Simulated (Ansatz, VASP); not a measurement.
# Ru: VASP beside Ansatz

Contents of INCAR:

```
SYSTEM = Ru
ALGO = Fast
EDIFF = 1E-7
ENCUT = 520
ISIF = 2
ISMEAR = 0
LASPH = .True.
LCHARG = .True.
LELF = .True.
LREAL = .False.
LVHAR = .True.
LWAVE = .False.
NBANDS = 21
NELM = 60
PREC = Accurate
SIGMA = 0.15
```

Contents of KPOINTS:

```
k-points
0
Gamma
  21 21 12
  0 0 0
```

POSCAR

```
Ru
1.0
    2.7057993342      0.0000000000      0.0000000000
   -1.3528996671      2.3432909610      0.0000000000
    0.0000000000      0.0000000000      3.9607575000
Ru
2
Direct
    0.3333333333      0.6666666667      0.2500000000
    0.6666666667      0.3333333333      0.7500000000
```

Input for Ansatz:

```yaml
crystal:
  lattice:
    - [2.7057993342, 0.0, 0.0]
    - [-1.3528996671, 2.343290961, 0.0]
    - [0.0, 0.0, 3.9607575]
  atoms:
    - { symbol: Ru, position: [0.3333333333, 0.6666666667, 0.25] }
    - { symbol: Ru, position: [0.6666666667, 0.3333333333, 0.75] }
basis:
  ecutwfc: 420
kpoints:
  mp_grid: { grid: [21, 21, 12] }
hamiltonian:
  xc: lda
scf:
  occupations: { method: gaussian, width: 0.15 }
output:
  forces: true
  stress: true
  eigenvalues: true
```

Change from the starting cell: strain -0.0750 x Voigt [0, 0, 1, 0, 0, 0], atoms carried along.

Alike in both runs: task single point; functional LDA; k mesh 21 × 21 × 12; occupations gaussian, width 0.15 eV; no spin polarisation.

```csv
,VASP,Ansatz
version,VASP 6.6.1,Ansatz 0.2.0
potentials or method,"VASP PAW LDA potentials, release 64 (Ru_pv), cutoff 520 eV","scalar-relativistic, plane waves, PAW"
valence electrons in the cell,28,32
```

|  | VASP | Ansatz | Ansatz less VASP |
| --- | --- | --- | --- |
| gap on the k mesh at the Fermi level (eV) | none | none | - |
| pressure (GPa) | 22.0 | 20.6 | -1.33 |
| traceless stress, the component that is largest in VASP (GPa) | 28.53 | 28.29 | -0.241 |

LDA's correlation is that of Perdew and Zunger in VASP and of Perdew and Wang (1992) in Ansatz. A gap of «none» marks a metal or a gap that the smearing closes. VASP's potentials hold 28 valence electrons a cell and Ansatz's 32, so a difference there can come from the potentials and not from the codes.
